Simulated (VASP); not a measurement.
Crystal: ZrH3.

```
CELL_PARAMETERS angstrom
3.12604 0.00000 0.00000
0.00000 3.12604 0.00000
0.00000 0.00000 3.12604
ATOMIC_POSITIONS crystal
Zr 0.00000 0.00000 0.00000
H 0.00000 0.50000 0.50000
H 0.50000 0.00000 0.50000
H 0.50000 0.50000 0.00000
```

Base run:

- Program: VASP 6.6.1
- Functional: PBEsol
- Potentials or basis: VASP PAW PBE potentials, release 64 (Zr_sv, H)
- Cutoff: 520 eV
- k mesh: 9 × 9 × 9, shifted
- Occupations: methfessel-paxton, width 0.3 eV
- Spin: no spin polarisation

Its results: band gap on the k mesh zero (an odd number of electrons rules out a gap without spin polarisation); pressure -4.5 GPa.

Problem. The run is repeated on the same cell with these changes: functional from PBEsol to r2SCAN. What comes out?

Solution. Band gap on the k mesh zero (an odd number of electrons rules out a gap without spin polarisation); pressure -1.6 GPa.

Caveats: so wide a smearing shifts energies and pressures; the PAW data sets were made with another functional, which shifts forces and pressure a little; the cell stands under tension (at least some runs).
